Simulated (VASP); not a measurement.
# Sr (Pm-3m) in VASP: further runs

The runs below take Sr through single point, with PBEsol.

Everything below comes from runs of VASP 6.6.1. Logs are shortened: lines on timing, memory, paths and dates and some standing lists are left out, and cuts for length are marked.

### 1 The cell of the first run

Symmetry: Pm-3m, No. 221, cubic system. Conventional cell: a = 3.825 Å, b = 3.825 Å, c = 3.825 Å, α = 90.00°, β = 90.00°, γ = 90.00°. Within 5.0 Å of Sr (site symmetry m-3m) lie 6 Sr at 3.83 Å.

This isn't the form of Sr at room conditions, which is fcc.

### 2 Single point, PBEsol (55.97 Å³/atom)

The input, INCAR:

```
  ALGO = Normal
  EDIFF = 1E-6
  ENCUT = 520
  GGA = PS
  ISIF = 2
  ISMEAR = -1
  LASPH = True
  LCHARG = True
  LELF = True
  LREAL = False
  LVHAR = True
  LWAVE = False
  NBANDS = 11
  NELM = 100
  PREC = Accurate
  SIGMA = 0.1
```

The input, KPOINTS:

```
k-points
0
Gamma
  10 10 10
```

The input, POSCAR:

```
Sr
1.0
    3.8251470136      0.0000000000      0.0000000000
    0.0000000000      3.8251470136      0.0000000000
    0.0000000000      0.0000000000      3.8251470136
Sr
1
Direct
    0.0000000000      0.0000000000      0.0000000000
```

Potentials or basis: VASP PAW PBE potentials, release 64 (Sr_sv).

Started as:

```
> cat potpaw_PBE.64/Sr_sv/POTCAR > POTCAR
> mpirun -np 1 vasp_std > vasp.out
```

OUTCAR:

```text
EDIFF = 1E-6
   ENCUT = 520
   GGA = PS
   ISIF = 2
   ISMEAR = -1
   LASPH = True
   LREAL = False
   NELM = 100
   PREC = Accurate

 ion  position               nearest neighbor table
   1  0.000  0.000  0.000-

  LATTYP: Found a simple cubic cell.
 ALAT       =     3.8251470136

  Lattice vectors:

 A1 = (   3.8251470136,   0.0000000000,   0.0000000000)
 A2 = (   0.0000000000,   3.8251470136,   0.0000000000)
 A3 = (   0.0000000000,   0.0000000000,   3.8251470136)

Analysis of symmetry for initial positions (statically):
=====================================================================
 Subroutine PRICEL returns:
 Original cell was already a primitive cell.

 Routine SETGRP: Setting up the symmetry group for a
 simple cubic supercell.

 Subroutine GETGRP returns: Found 48 space group operations
 (whereof 48 operations were pure point group operations)
 out of a pool of 48 trial point group operations.

The static configuration has the point symmetry O_h .

Analysis of symmetry for dynamics (positions and initial velocities):
=====================================================================
 Subroutine PRICEL returns:
 Original cell was already a primitive cell.

 Routine SETGRP: Setting up the symmetry group for a
 simple cubic supercell.

 Subroutine GETGRP returns: Found 48 space group operations
 (whereof 48 operations were pure point group operations)
 out of a pool of 48 trial point group operations.

The dynamic configuration has the point symmetry O_h .

 Subroutine INISYM returns: Found 48 space group operations
 (whereof 48 operations are pure point group operations),
 and found     1 'primitive' translations

----------------------------------------------------------------------------------------

                                     Primitive cell

  volume of cell :      55.9686

  direct lattice vectors                    reciprocal lattice vectors
     3.825147014  0.000000000  0.000000000     0.261427861  0.000000000  0.000000000
     0.000000000  3.825147014  0.000000000     0.000000000  0.261427861  0.000000000
     0.000000000  0.000000000  3.825147014     0.000000000  0.000000000  0.261427861

  length of vectors
     3.825147014  3.825147014  3.825147014     0.261427861  0.261427861  0.261427861

  position of ions in fractional coordinates (direct lattice)
     0.000000000  0.000000000  0.000000000

  ion indices of the primitive-cell ions
[... 78 lines left out ...]
   IBRION =     -1    ionic relax: 0-MD 1-quasi-New 2-CG
   NFREE  =      0    steps in history (QN), initial steepest desc. (CG)
   ISIF   =      2    stress and relaxation
   ISYM   =      2    0-nonsym 1-usesym 2-fastsym
   POTIM  = 0.5000    time-step for ionic-motion
   TEBEG  =    0.0;   TEEND  =   0.0 temperature during run
   PSTRESS=    0.0 pullay stress
   NELECT =      10.0000    total number of electrons
   NUPDOWN=      -1.0000    fix difference up-down
   EMIN   =  10.00;   EMAX   =-10.00  energy-range for DOS
   EFERMI =   0.00;   METHOD = LEGACY
   ISMEAR =    -1;   SIGMA  =   0.10  broadening in eV -4-tet -1-fermi 0-gaus
   EFERMI_NEDOS =   21; number of points for ismear=-14 and -15
   IALGO  =     38    algorithm
   IMIX   =      4    mixing-type and parameters
     AMIX     =   0.40;   BMIX     =  1.00
     AMIX_MAG =   1.60;   BMIX_MAG =  1.00
  volume/ion in A,a.u.               =      55.97       377.69
  Fermi-wavevector in a.u.,A,eV,Ry     =   0.922062  1.742444 11.567646  0.850198
  Thomas-Fermi vector in A             =   2.047547
   LORBIT       =      0    0 simple, 1 ext, 2 COOP (PROOUT), +10 PAW based schemes
   GGA     = PS    functional components
   LHFCALC =     F    Hartree Fock is set to
   AEXX    =    0.0000 exact exchange contribution
   IVDW    =     0    specifies the selected vdW correction
   LEPSILON=     F    determine dielectric tensor
   LRPA    =     F    only Hartree local field effects (RPA)
 non-spin polarized calculation
  energy-cutoff  :      520.00
  volume of cell :       55.97
 maximum number of plane-waves:      1520
   NGX = 15   NGY = 15   NGZ = 15

 number of electron      10.0000000 magnetization

 Free energy of the ion-electron system (eV)
  ---------------------------------------------------
  ext. energy  EPLUGINS =         0.00000000
  ---------------------------------------------------
  free energy    TOTEN  =        -1.46950684 eV

  energy without entropy =       -1.43141562  energy(sigma->0) =       -1.45046123

 E-fermi :   1.2836     XC(G=0):  -7.3629

 val. band max:        1.2185677009   @ k =   0.5000   0.2000   0.2000
 cond. band min:       1.2913861915   @ k =   0.4000   0.4000   0.3000
 fundamental gap:      0.0728184907
 Fermi energy:         1.2835564976

 k-point     1 :       0.0000    0.0000    0.0000
  band No.  band energies     occupation
      1     -35.4259      2.00000
      2     -17.2851      2.00000
      3     -17.2851      2.00000
      4     -17.2851      2.00000
      5      -2.1531      2.00000
      6       1.9817      0.00186
      7       1.9817      0.00186
      8       6.3081      0.00000
      9       6.3081      0.00000
     10       6.3081      0.00000
     11       8.7579      0.00000
[... 309 lines left out ...]
 k-point    24 :       0.3000    0.1000    0.1000
  band No.  band energies     occupation
      1     -35.4092      2.00000
      2     -17.4778      2.00000
      3     -17.2956      2.00000
      4     -17.2930      2.00000
      5      -0.8183      2.00000
      6       2.1470      0.00036
      7       2.4784      0.00001
      8       4.5703      0.00000
      9       4.6304      0.00000
     10       5.9141      0.00000
     11       7.4037      0.00000

 [... further k-points ...]

------------------------ aborting loop because EDIFF is reached ----------------------------------------

  FORCE on cell =-STRESS in cart. coord.  units (eV):
  Direction    XX          YY          ZZ          XY          YZ          ZX
  --------------------------------------------------------------------------------------
  -------------------------------------------------------------------------------------
  Total       -0.1076013     -0.1076013     -0.1076013      0.0000000     -0.0000000      0.0000000
  in kB       -3.0802351     -3.0802351     -3.0802351      0.0000000     -0.0000000      0.0000000
  external PRESSURE =      -3.0802351 kB  Pullay stress =       0.0000000 kB

 VOLUME and BASIS-vectors are now :
 -----------------------------------------------------------------------------
  energy-cutoff  :      520.00
  volume of cell :       55.97
      direct lattice vectors                 reciprocal lattice vectors
     3.825147014  0.000000000  0.000000000     0.261427861  0.000000000  0.000000000
     0.000000000  3.825147014  0.000000000     0.000000000  0.261427861  0.000000000
     0.000000000  0.000000000  3.825147014     0.000000000  0.000000000  0.261427861

 POSITION                                       TOTAL-FORCE (eV/Angst)
 -----------------------------------------------------------------------------------
      0.00000      0.00000      0.00000         0.000000      0.000000      0.000000
 -----------------------------------------------------------------------------------
    total drift:                               -0.000000      0.000000     -0.000000

  FREE ENERGIE OF THE ION-ELECTRON SYSTEM (eV)
  ---------------------------------------------------
  free  energy   TOTEN  =        -1.4695068443 eV

  energy  without entropy=       -1.4314156187  energy(sigma->0) =       -1.45046123
```

Run time: 37 s. Hardware: 1 thread of Intel Xeon 8259CL, shared host; peak memory 0.17 GiB.

Results:

```yaml
Free_energy: -1.4695 eV
Pressure: -0.3 GPa
Band_gap_on_the_k_mesh: zero (bands 5 and 6 overlap by 0.77 eV)
```

Caveat: the PAW data sets were made with another functional, which shifts forces and pressure a little.

### 3 Single point, PBEsol (58.12 Å³/atom)

This run uses another cell than the first one, of 58.12 Å³/atom.

The input, INCAR:

```
SYSTEM = Sr
  ALGO = Normal
  EDIFF = 1E-6
  ENCUT = 520
  GGA = PS
  ISIF = 2
  ISMEAR = -1
  LASPH = .True.
  LCHARG = .False.
  LREAL = .False.
  LWAVE = .False.
  NBANDS = 11
  NELM = 100
  PREC = Accurate
  SIGMA = 0.1
```

The input, KPOINTS:

```
k-points
0
Gamma
  10 10 10
  0 0 0
```

The input, POSCAR:

```
Sr
1.0
    3.8735717368      0.0000000000      0.0000000000
    0.0000000000      3.8735717368      0.0000000000
    0.0000000000      0.0000000000      3.8735717368
Sr
1
Direct
    0.0000000000      0.0000000000      0.0000000000
```

Potentials or basis: VASP PAW PBE potentials, release 64 (Sr_sv).

Started as:

```
> cat potpaw_PBE.64/Sr_sv/POTCAR > POTCAR
> mpirun -np 1 vasp_std > vasp.out
```

Run time: 42 s. Hardware: 1 thread of Intel Xeon 8259CL, shared host; peak memory 0.19 GiB.

Results (log left out):

| Item | Value |
| --- | --- |
| Free energy | -1.4638 eV |
| Pressure | -0.5 GPa |
| Band gap on the k mesh | zero (bands 5 and 6 overlap by 0.80 eV) |

Levels at points of the mesh, in eV from the Fermi level:
| k point | band 3 | band 4 | band 5 | band 6 | band 7 | band 8 |
| --- | --- | --- | --- | --- | --- | --- |
| (0.00, 0.00, 0.00) | -18.64 | -18.64 | -3.39 | 0.71 | 0.71 | 4.87 |
| (0.50, 0.00, 0.00) | -18.61 | -18.61 | -1.26 | -0.18 | 1.26 | 3.06 |
| (0.50, 0.50, 0.00) | -18.87 | -18.59 | -0.43 | 0.67 | 2.23 | 2.23 |
| (0.50, 0.50, 0.50) | -18.84 | -18.84 | 0.57 | 0.57 | 0.57 | 4.53 |

Caveat: the PAW data sets were made with another functional, which shifts forces and pressure a little.

### 4 Single point, PBEsol (60.27 Å³/atom)

This run uses another cell than the first one, of 60.27 Å³/atom.

The input, INCAR:

```
SYSTEM = Sr
PREC = Accurate
ENCUT = 520
EDIFF = 1E-6
ISMEAR = -1
SIGMA = 0.1
LREAL = .FALSE.
LASPH = .TRUE.
NELM = 60
ALGO = Normal
ISIF = 2
LWAVE = .FALSE.
LCHARG = .FALSE.
GGA = PS
NBANDS = 11
```

The input, KPOINTS:

```
regular mesh
0
G
  10 10 10
  0 0 0
```

The input, POSCAR:

```
Sr
1.0
    3.9208150726      0.0000000000      0.0000000000
    0.0000000000      3.9208150726      0.0000000000
    0.0000000000      0.0000000000      3.9208150726
Sr
1
Direct
    0.0000000000      0.0000000000      0.0000000000
```

Started as:

```
> cat potpaw_PBE.64/Sr_sv/POTCAR > POTCAR
> mpirun -np 1 vasp_std > vasp.out
```

Run time: 48 s. Hardware: 1 thread of Intel Xeon 8259CL, shared host; peak memory 0.19 GiB.

It converged, with:

```yaml
Free_energy: -1.4553 eV
Pressure: -0.7 GPa
Band_gap_on_the_k_mesh: zero (bands 5 and 6 overlap by 0.83 eV)
```

Levels at points of the mesh, in eV from the Fermi level:
```tsv
k point	band 3	band 4	band 5	band 6	band 7	band 8
(0.00, 0.00, 0.00)	-18.70	-18.70	-3.35	0.72	0.72	4.73
(0.50, 0.00, 0.00)	-18.68	-18.68	-1.27	-0.21	1.25	3.00
(0.50, 0.50, 0.00)	-18.91	-18.66	-0.37	0.63	2.12	2.12
(0.50, 0.50, 0.50)	-18.88	-18.88	0.59	0.59	0.59	4.47
```

Caveat: the PAW data sets were made with another functional, which shifts forces and pressure a little.

### 5 Overview

```csv
cell,gap on the mesh (eV),pressure (GPa)
"a = 3.825 Å, 1 atom",none,-0.3
"a = 3.874 Å, 1 atom",none,-0.5
"a = 3.921 Å, 1 atom",none,-0.7
```

Alike in all rows: task single point; level PBEsol; potentials or basis VASP PAW PBE potentials, release 64 (Sr_sv); no spin polarisation; k mesh 10 × 10 × 10; cutoff (eV) 520; smearing fermi-dirac 0.1 eV.

Caveats: the PAW data sets were made with another functional, which shifts forces and pressure a little.

Absolute energies hang on the potentials; compare differences alone.
